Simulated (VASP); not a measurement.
## Bi2Se3: single point with PBE

Bi2Se3:

```
CELL_PARAMETERS angstrom
2.09366 1.20877 10.43381
-2.09366 1.20877 10.43381
0.00000 -2.41755 10.43381
ATOMIC_POSITIONS crystal
Bi 0.39560 0.39560 0.39560
Bi 0.60440 0.60440 0.60440
Se 0.00000 0.00000 0.00000
Se 0.22103 0.22103 0.22103
Se 0.77897 0.77897 0.77897
```

```
Program                : VASP 6.6.1
Task                   : single point
Functional             : PBE
Potentials or basis    : VASP PAW PBE potentials, release 64 (Bi_d, Se)
Cutoff                 : 520 eV
k mesh                 : 6 × 6 × 6
Occupations            : gaussian, width 0.02 eV
Spin                   : no spin polarisation
Dipole correction      : no
Further INCAR settings : ALGO = Normal; EDIFF = 1e-06; NBANDS = 32
```

The pressure is 0.0 GPa and the largest force is 0.010 eV/Å. The band gap on the k mesh is 0.69 eV, indirect (least direct gap 0.71 eV).

Forces on the atoms (eV/Å):
```
Bi   0.000  0.000 -0.009
Bi   0.000  0.000  0.009
Se   0.000  0.000  0.000
Se   0.000  0.000 -0.010
Se   0.000  0.000  0.010
```

Levels at points of the mesh, in eV from the valence-band top:
```
           k point  band 21  band 22  band 23  band 24  band 25  band 26  band 27  band 28
(0.00, 0.00, 0.00)    -1.18    -0.73    -0.73    -0.02     0.69     1.98     1.98     2.50
(0.50, 0.00, 0.00)    -2.05    -1.24    -0.82    -0.44     1.42     2.60     3.14     3.40
(0.50, 0.50, 0.00)    -1.60    -1.07    -0.92    -0.77     1.71     2.51     2.82     3.37
(0.50, 0.50, 0.50)    -0.91    -0.77    -0.77    -0.28     0.83     2.05     2.05     2.46
```

Wall time 19 min on 1 thread of Intel(R) Xeon(R) Platinum 8259CL CPU @ 2.50GHz (Skylake/Cascade Lake), with other jobs on the host, peak memory 0.92 GiB.

Caveat: spin-orbit coupling is left out, which moves the levels of the heavy elements. Expect the measured gap to be larger: semilocal functionals such as PBE lack the derivative discontinuity.
